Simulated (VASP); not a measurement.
# Mg5Se2 in VASP: notebook

Runs on Mg5Se2. Level: PBE. Tasks: single point, relaxation of cell and atoms.

Everything below comes from runs of VASP 6.6.1. Logs are shortened: lines on timing, memory, paths and dates and some standing lists are left out, and cuts for length are marked.

## (1) The cell of the first run

It takes space group P-3m1 (No. 164, trigonal). Conventional cell: a = 3.768 Å, b = 3.768 Å, c = 13.630 Å, α = 90.00°, β = 90.00°, γ = 120.00°. Within 3.6 Å of Mg (site symmetry -3m) lie 6 Se at 2.71 Å. Within 3.6 Å of Mg (site symmetry 3m) lie 3 Se at 2.72 Å and 3 Mg at 3.22 Å. Within 4.2 Å of Mg (site symmetry 3m) lie 12 Mg at 3.22 to 3.77 Å and 1 Se at 4.00 Å. Within 3.6 Å of Se (site symmetry 3m) lie 6 Mg at 2.71 to 2.72 Å.

## (2) Single point, PBE

INCAR

```
SYSTEM = Mg5Se2
PREC = Accurate
ENCUT = 520
EDIFF = 1E-6
ISMEAR = 0
SIGMA = 0.2
LREAL = .FALSE.
LASPH = .TRUE.
NELM = 100
ALGO = Normal
ISIF = 2
LWAVE = .FALSE.
LCHARG = .TRUE.
GGA = PE
LELF = .TRUE.
LVHAR = .TRUE.
NBANDS = 20
```

KPOINTS

```
Automatic mesh
0
G
  5 5 2
  0 0 0
```

POSCAR

```
Mg5Se2
1.0
    3.7679555284      0.0000000000      0.0000000000
   -1.8839777642      3.2631452079      0.0000000000
    0.0000000000      0.0000000000     13.6296909950
Mg Se
5 2
Direct
    0.0000000000      0.0000000000      0.0000000000
    0.6666666667      0.3333333333      0.2382495965
    0.3333333333      0.6666666667      0.7617504035
    0.6666666667      0.3333333333      0.5875821412
    0.3333333333      0.6666666667      0.4124178588
    0.6666666667      0.3333333333      0.8814104916
    0.3333333333      0.6666666667      0.1185895084
```

Potentials or basis: VASP PAW PBE potentials, release 64 (Mg, Se).

Command:

```
> cat potpaw_PBE.64/Mg/POTCAR potpaw_PBE.64/Se/POTCAR > POTCAR
> mpirun -np 1 vasp_std > vasp.out
```

OUTCAR:

```text
SYSTEM = Mg5Se2
   PREC = Accurate
   ENCUT = 520
   EDIFF = 1E-6
   ISMEAR = 0
   LREAL = .FALSE.
   LASPH = .TRUE.
   NELM = 100
   ISIF = 2
   GGA = PE

 ion  position               nearest neighbor table
   1  0.000  0.000  0.000-   6 2.71   7 2.71   7 2.71   6 2.71   6 2.71   7 2.71
   2  0.667  0.333  0.238-   7 2.72   7 2.72   7 2.72   5 3.22   5 3.22   5 3.22
   3  0.333  0.667  0.762-   6 2.72   6 2.72   6 2.72   4 3.22   4 3.22   4 3.22
   4  0.667  0.333  0.588-   3 3.22   3 3.22   3 3.22   5 3.23   5 3.23   5 3.23
   5  0.333  0.667  0.412-   2 3.22   2 3.22   2 3.22   4 3.23   4 3.23   4 3.23
   6  0.667  0.333  0.881-   1 2.71   1 2.71   1 2.71   3 2.72   3 2.72   3 2.72
   7  0.333  0.667  0.119-   1 2.71   1 2.71   1 2.71   2 2.72   2 2.72   2 2.72

  LATTYP: Found a hexagonal cell.
 ALAT       =     3.7679555284
 C/A-ratio  =     3.6172642942

  Lattice vectors:

 A1 = (   3.7679555284,   0.0000000000,   0.0000000000)
 A2 = (  -1.8839777642,   3.2631452079,   0.0000000000)
 A3 = (   0.0000000000,   0.0000000000,  13.6296909950)

Analysis of symmetry for initial positions (statically):
=====================================================================
 Subroutine PRICEL returns:
 Original cell was already a primitive cell.

 Routine SETGRP: Setting up the symmetry group for a
 hexagonal supercell.

 Subroutine GETGRP returns: Found 12 space group operations
 (whereof 12 operations were pure point group operations)
 out of a pool of 24 trial point group operations.

The static configuration has the point symmetry D_3d.

Analysis of symmetry for dynamics (positions and initial velocities):
=====================================================================
 Subroutine PRICEL returns:
 Original cell was already a primitive cell.

 Routine SETGRP: Setting up the symmetry group for a
 hexagonal supercell.

 Subroutine GETGRP returns: Found 12 space group operations
 (whereof 12 operations were pure point group operations)
 out of a pool of 24 trial point group operations.

The dynamic configuration has the point symmetry D_3d.

 Subroutine INISYM returns: Found 12 space group operations
 (whereof 12 operations are pure point group operations),
 and found     1 'primitive' translations

----------------------------------------------------------------------------------------

                                     Primitive cell

  volume of cell :     167.5823

  direct lattice vectors                    reciprocal lattice vectors
     3.767955528  0.000000000  0.000000000     0.265395914  0.153226402  0.000000000
    -1.883977764  3.263145208  0.000000000     0.000000000  0.306452804  0.000000000
     0.000000000  0.000000000 13.629690995     0.000000000  0.000000000  0.073369235

  length of vectors
     3.767955528  3.767955528 13.629690995     0.306452804  0.306452804  0.073369235

  position of ions in fractional coordinates (direct lattice)
     0.000000000  0.000000000  0.000000000
     0.666666667  0.333333333  0.238249596
     0.333333333  0.666666667  0.761750404
     0.666666667  0.333333333  0.587582141
     0.333333333  0.666666667  0.412417859
     0.666666667  0.333333333  0.881410492
     0.333333333  0.666666667  0.118589508

  ion indices of the primitive-cell ions
   primitive index   ion index
                 1           1
                 2           2
                 3           3
                 4           4
                 5           5
                 6           6
                 7           7

----------------------------------------------------------------------------------------

 KPOINTS: Automatic mesh

Automatic generation of k-mesh.
 Grid dimensions read from file:
 generate k-points for:    5    5    2

 Generating k-lattice:

  Cartesian coordinates                     Fractional coordinates (reciprocal lattice)
     0.053079183  0.030645280  0.000000000     0.200000000 -0.000000000  0.000000000
     0.000000000  0.061290561  0.000000000     0.000000000  0.200000000  0.000000000
     0.000000000  0.000000000  0.036684617     0.000000000  0.000000000  0.500000000

  Length of vectors
     0.061290561  0.061290561  0.036684617

  Shift w.r.t. Gamma in fractional coordinates (k-lattice)
     0.000000000  0.000000000  0.000000000

 Subroutine IBZKPT returns following result:
 ===========================================

 Found     10 irreducible k-points:

 Following reciprocal coordinates:
            Coordinates               Weight
  0.000000  0.000000  0.000000      1.000000
  0.200000  0.000000  0.000000      6.000000
  0.400000  0.000000  0.000000      6.000000
  0.200000  0.200000  0.000000      6.000000
  0.400000  0.200000  0.000000      6.000000
  0.000000  0.000000  0.500000      1.000000
  0.200000  0.000000  0.500000      6.000000
  0.400000  0.000000  0.500000      6.000000
  0.200000  0.200000  0.500000      6.000000
  0.400000  0.200000  0.500000      6.000000
   k-points           NKPTS =     10   k-points in BZ     NKDIM =     10   number of bands    NBANDS=     20
   number of dos      NEDOS =    301   number of ions     NIONS =      7
   total plane-waves  NPLWV =  84672
   dimension x,y,z NGX =    28 NGY =   28 NGZ =  108
   dimension x,y,z NGXF=    56 NGYF=   56 NGZF=  216
   ions per type =               5   2
   NGX,Y,Z   is equivalent  to a cutoff of  12.35, 12.35, 13.17 a.u.
   NGXF,Y,Z  is equivalent  to a cutoff of  24.71, 24.71, 26.35 a.u.
 SYSTEM =  Mg5Se2
   PREC   = accura    normal or accurate (medium, high low for compatibility)
   ISTART =      0    job   : 0-new  1-cont  2-samecut
   ICHARG =      2    charge: 1-file 2-atom 10-const
   ISPIN  =      1    spin polarized calculation?
   LNONCOLLINEAR =      F non collinear calculations
   LSORBIT =      F    spin-orbit coupling
   LASPH  =      T    aspherical Exc in radial PAW
   ENCUT  =  520.0 eV  38.22 Ry    6.18 a.u.   7.01  7.01 25.34*2*pi/ulx,y,z
   NELM   =    100;   NELMIN=  2; NELMDL= -5     # of ELM steps
   EDIFF  = 0.1E-05   stopping-criterion for ELM
   LREAL  =      F    real-space projection
   EDIFFG = 0.1E-04   stopping-criterion for IOM
   NSW    =      0    number of steps for IOM
   IBRION =     -1    ionic relax: 0-MD 1-quasi-New 2-CG
   NFREE  =      0    steps in history (QN), initial steepest desc. (CG)
   ISIF   =      2    stress and relaxation
   ISYM   =      2    0-nonsym 1-usesym 2-fastsym
   POTIM  = 0.5000    time-step for ionic-motion
   TEBEG  =    0.0;   TEEND  =   0.0 temperature during run
   PSTRESS=    0.0 pullay stress
   NELECT =      22.0000    total number of electrons
   NUPDOWN=      -1.0000    fix difference up-down
   EMIN   =  10.00;   EMAX   =-10.00  energy-range for DOS
   EFERMI =   0.00;   METHOD = LEGACY
   ISMEAR =     0;   SIGMA  =   0.20  broadening in eV -4-tet -1-fermi 0-gaus
   EFERMI_NEDOS =   21; number of points for ismear=-14 and -15
   IALGO  =     38    algorithm
   IMIX   =      4    mixing-type and parameters
     AMIX     =   0.40;   BMIX     =  1.00
     AMIX_MAG =   1.60;   BMIX_MAG =  1.00
  volume/ion in A,a.u.               =      23.94       161.56
  Fermi-wavevector in a.u.,A,eV,Ry     =   0.832031  1.572311  9.418988  0.692276
  Thomas-Fermi vector in A             =   1.945018
   LORBIT       =      0    0 simple, 1 ext, 2 COOP (PROOUT), +10 PAW based schemes
   GGA     = PE    functional components
   LHFCALC =     F    Hartree Fock is set to
   AEXX    =    0.0000 exact exchange contribution
   IVDW    =     0    specifies the selected vdW correction
   LEPSILON=     F    determine dielectric tensor
   LRPA    =     F    only Hartree local field effects (RPA)
 non-spin polarized calculation
 Gauss-broadening in eV      SIGMA  =   0.20
  energy-cutoff  :      520.00
  volume of cell :      167.58
 maximum number of plane-waves:      4541
 NGX is ok and might be reduce to    28

 number of electron      22.0000000 magnetization

 Free energy of the ion-electron system (eV)
  ---------------------------------------------------
  ext. energy  EPLUGINS =         0.00000000
  ---------------------------------------------------
  free energy    TOTEN  =       -18.22811628 eV

  energy without entropy =      -18.16209703  energy(sigma->0) =      -18.19510666

 E-fermi :   3.0175     XC(G=0):  -8.6084

 val. band max:        2.9451924127   @ k =   0.4000   0.2000   0.5000
 cond. band min:       3.0702887229   @ k =   0.4000   0.0000   0.5000
 fundamental gap:      0.1250963102
 Fermi energy:         3.0175134454

 k-point     1 :       0.0000    0.0000    0.0000
  band No.  band energies     occupation
      1     -11.2794      2.00000
      2     -10.7596      2.00000
      3      -3.3414      2.00000
      4      -2.0270      2.00000
      5      -1.9678      2.00000
      6       0.6159      2.00000
[... 12 lines left out ...]
     19       9.2108      0.00000
     20       9.8613      0.00000

 k-point     2 :       0.2000    0.0000    0.0000
  band No.  band energies     occupation
      1     -10.9869      2.00000
      2     -10.5309      2.00000
      3      -2.8753      2.00000
      4      -1.7493      2.00000
      5      -1.5126      2.00000
      6      -0.4877      2.00000
[... 12 lines left out ...]
     19       8.2549      0.00000
     20       8.6851      0.00000

 k-point     3 :       0.4000    0.0000    0.0000
  band No.  band energies     occupation
      1     -10.3774      2.00000
      2     -10.1358      2.00000
      3      -2.8214      2.00000
      4      -2.4167      2.00000
      5      -1.5394      2.00000
      6      -0.4879      2.00000
[... 12 lines left out ...]
     19       7.2771      0.00000
     20       8.2602      0.00000

 k-point     4 :       0.2000    0.2000    0.0000
  band No.  band energies     occupation
      1     -10.5234      2.00000
      2     -10.2077      2.00000
      3      -2.2274      2.00000
      4      -2.0432      2.00000
      5      -1.7445      2.00000
      6      -0.5017      2.00000
[... 12 lines left out ...]
     19       7.4656      0.00000
     20       8.1618      0.00000

 k-point     5 :       0.4000    0.2000    0.0000
  band No.  band energies     occupation
      1     -10.1324      2.00000
      2     -10.0322      2.00000
      3      -2.7593      2.00000
      4      -2.3542      2.00000
      5      -1.2657      2.00000
      6      -0.9727      2.00000
[... 12 lines left out ...]
     19       6.5798      0.00000
     20       7.5543      0.00000

 k-point     6 :       0.0000    0.0000    0.5000
  band No.  band energies     occupation
      1     -11.2793      2.00000
      2     -10.7596      2.00000
      3      -3.2560      2.00000
      4      -2.6016      2.00000
      5      -0.9363      2.00000
      6      -0.4753      2.00000
[... 12 lines left out ...]
     19       9.2095      0.00000
     20       9.5147      0.00000

 k-point     7 :       0.2000    0.0000    0.5000
  band No.  band energies     occupation
      1     -10.9869      2.00000
      2     -10.5309      2.00000
      3      -2.8084      2.00000
      4      -2.1460      2.00000
      5      -0.8982      2.00000
      6      -0.6511      2.00000
[... 12 lines left out ...]
     19       8.3542      0.00000
     20       8.6895      0.00000

 k-point     8 :       0.4000    0.0000    0.5000
  band No.  band energies     occupation
      1     -10.3774      2.00000
      2     -10.1358      2.00000
      3      -2.8227      2.00000
      4      -2.4188      2.00000
      5      -1.4990      2.00000
      6      -0.6294      2.00000
[... 12 lines left out ...]
     19       7.4287      0.00000
     20       7.7450      0.00000

 k-point     9 :       0.2000    0.2000    0.5000
  band No.  band energies     occupation
      1     -10.5233      2.00000
      2     -10.2077      2.00000
      3      -2.2207      2.00000
      4      -2.0663      2.00000
      5      -1.6851      2.00000
      6      -0.8254      2.00000
[... 12 lines left out ...]
     19       7.4317      0.00000
     20       7.5391      0.00000

 k-point    10 :       0.4000    0.2000    0.5000
  band No.  band energies     occupation
      1     -10.1324      2.00000
      2     -10.0322      2.00000
      3      -2.7595      2.00000
      4      -2.3549      2.00000
      5      -1.2676      2.00000
      6      -0.9661      2.00000
[... 12 lines left out ...]
     19       7.6380      0.00000
     20       7.7831      0.00000

------------------------ aborting loop because EDIFF is reached ----------------------------------------

  FORCE on cell =-STRESS in cart. coord.  units (eV):
  Direction    XX          YY          ZZ          XY          YZ          ZX
  --------------------------------------------------------------------------------------
  -------------------------------------------------------------------------------------
  Total        0.0034261      0.0034261      0.0360723     -0.0000000      0.0000000     -0.0000000
  in kB        0.0327556      0.0327556      0.3448708     -0.0000000      0.0000000     -0.0000000
  external PRESSURE =       0.1367940 kB  Pullay stress =       0.0000000 kB

 VOLUME and BASIS-vectors are now :
 -----------------------------------------------------------------------------
  energy-cutoff  :      520.00
  volume of cell :      167.58
      direct lattice vectors                 reciprocal lattice vectors
     3.767955528  0.000000000  0.000000000     0.265395914  0.153226402  0.000000000
    -1.883977764  3.263145208  0.000000000     0.000000000  0.306452804  0.000000000
     0.000000000  0.000000000 13.629690995     0.000000000  0.000000000  0.073369235

 POSITION                                       TOTAL-FORCE (eV/Angst)
 -----------------------------------------------------------------------------------
      0.00000      0.00000      0.00000         0.000000      0.000000      0.000000
      1.88398      1.08772      3.24727         0.000000      0.000000      0.040008
     -0.00000      2.17543     10.38242         0.000000     -0.000000     -0.040008
      1.88398      1.08772      8.00856         0.000000      0.000000     -0.006777
     -0.00000      2.17543      5.62113        -0.000000      0.000000      0.006777
      1.88398      1.08772     12.01335        -0.000000      0.000000     -0.073505
     -0.00000      2.17543      1.61634        -0.000000      0.000000      0.073505
 -----------------------------------------------------------------------------------
    total drift:                               -0.000000      0.000000     -0.000000

  FREE ENERGIE OF THE ION-ELECTRON SYSTEM (eV)
  ---------------------------------------------------
  free  energy   TOTEN  =       -18.2281162813 eV

  energy  without entropy=      -18.1620970299  energy(sigma->0) =      -18.19510666
```

It took 21 s on 1 thread of Intel Xeon 6975P-C (Granite Rapids), shared host; peak memory 0.27 GiB.

Results:

```yaml
Free_energy: -18.2281 eV
Pressure: 0.0 GPa
Largest_force: 0.074 eV/Å
Band_gap_on_the_k_mesh: zero (bands 11 and 12 overlap by 0.31 eV)
```

Forces in eV/Å, atoms in the order of the input:
```
Mg   0.000  0.000  0.000
Mg   0.000  0.000  0.040
Mg   0.000  0.000 -0.040
Mg   0.000  0.000 -0.007
Mg   0.000  0.000  0.007
Se   0.000  0.000 -0.074
Se   0.000  0.000  0.074
```

Caveat: the k points lie up to 0.39 Å⁻¹ apart; semilocal functionals underestimate gaps, so a narrow gap can read as zero.

## (3) Single point, PBE

This run uses another cell than the first one, of the same volume but with other edges.

INCAR

```
ALGO = Normal
EDIFF = 1E-7
ENCUT = 520
GGA = PE
ISIF = 2
ISMEAR = 0
LASPH = T
LCHARG = F
LREAL = F
LWAVE = F
NBANDS = 20
NELM = 80
PREC = Accurate
SIGMA = 0.2
```

KPOINTS

```
k-points
0
Gamma
  6 6 2
```

POSCAR

```
Mg5Se2
1.0
    3.7298654310      0.0000000000      0.0000000000
   -1.8649327155      3.2301582159      0.0000000000
    0.0000000000      0.0000000000     13.9304922806
Mg Se
5 2
Direct
    1.0000000000      0.0000000000      0.0000000000
    0.6666666667      0.3333333333      0.2358828240
    0.3333333333      0.6666666667      0.7641171760
    0.6666666667      0.3333333333      0.5881176891
    0.3333333333      0.6666666667      0.4118823109
    0.6666666667      0.3333333333      0.8822272879
    0.3333333333      0.6666666667      0.1177727121
```

Potentials or basis: VASP PAW PBE potentials, release 64 (Mg, Se).

Command:

```
> cat potpaw_PBE.64/Mg/POTCAR potpaw_PBE.64/Se/POTCAR > POTCAR
> mpirun -np 1 vasp_std > vasp.out
```

Wall time 26 s (1 thread of Intel Xeon 6975P-C (Granite Rapids), shared host); peak memory 0.28 GiB.

Results (log left out):

```yaml
Free_energy: -18.2572 eV
Pressure: -0.2 GPa
Largest_force: 0.134 eV/Å
Band_gap_on_the_k_mesh: zero (bands 11 and 12 overlap by 0.47 eV)
```

Forces on the atoms (eV/Å):
```
Mg   0.000  0.000  0.000
Mg   0.000  0.000  0.039
Mg   0.000  0.000 -0.039
Mg   0.000  0.000 -0.134
Mg   0.000  0.000  0.134
Se   0.000  0.000  0.022
Se   0.000  0.000 -0.022
```

Stress tensor (GPa, compression positive):
```
 0.02  0.00  0.00
 0.00  0.02  0.00
 0.00  0.00 -0.50
```

Levels at points of the mesh, in eV from the Fermi level:
```tsv
k point	band 9	band 10	band 11	band 12	band 13	band 14
(0.00, 0.00, 0.00)	-1.54	-1.28	-1.28	2.24	2.39	3.24
(0.50, 0.00, 0.00)	-1.82	-1.55	-0.69	-0.58	1.06	1.29
(0.00, 0.00, 0.50)	-1.28	-1.28	-0.74	0.96	3.01	3.61
(0.50, 0.00, 0.50)	-1.91	-1.57	-0.50	-0.40	0.76	0.97
```

Caveat: semilocal functionals underestimate gaps, so a narrow gap can read as zero.

(Part 1 of 2 ends here.)
